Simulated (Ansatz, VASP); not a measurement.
# La3Tl: VASP beside Ansatz

```
CELL_PARAMETERS angstrom
5.11060 0.00000 0.00000
0.00000 5.11060 0.00000
0.00000 0.00000 5.06000
ATOMIC_POSITIONS crystal
La 0.00000 0.50000 0.50000
La 0.50000 0.00000 0.50000
La 0.50000 0.50000 0.00000
Tl 0.00000 0.00000 0.00000
```

Change from the starting cell: equal xx and yy strain of +1 %.

Alike in both runs: task single point; functional LDA; k mesh 8 × 8 × 8; occupations fermi-dirac, width 0.08 eV; no spin polarisation.

|  | VASP | Ansatz |
| --- | --- | --- |
| version | VASP 6.6.1 | Ansatz 0.2.0 |
| potentials or method | VASP PAW LDA potentials, release 64 (La, Tl_d), cutoff 520 eV | all-electron LAPW, scalar-relativistic |

Ansatz gave:

```
pressure (GPa)                                                : -4.2
traceless stress, the component that is largest in VASP (GPa) : 0.17
```

**Question.** What did VASP give for the same quantities?

**Answer.** Pressure (GPa): -4.3; traceless stress, the component that is largest in VASP (GPa): 0.17.

LDA's correlation is that of Perdew and Zunger in VASP and of Perdew and Wang (1992) in Ansatz. Ansatz ran all-electron here, and VASP with PAW potentials.

Neither program's run includes spin-orbit coupling.
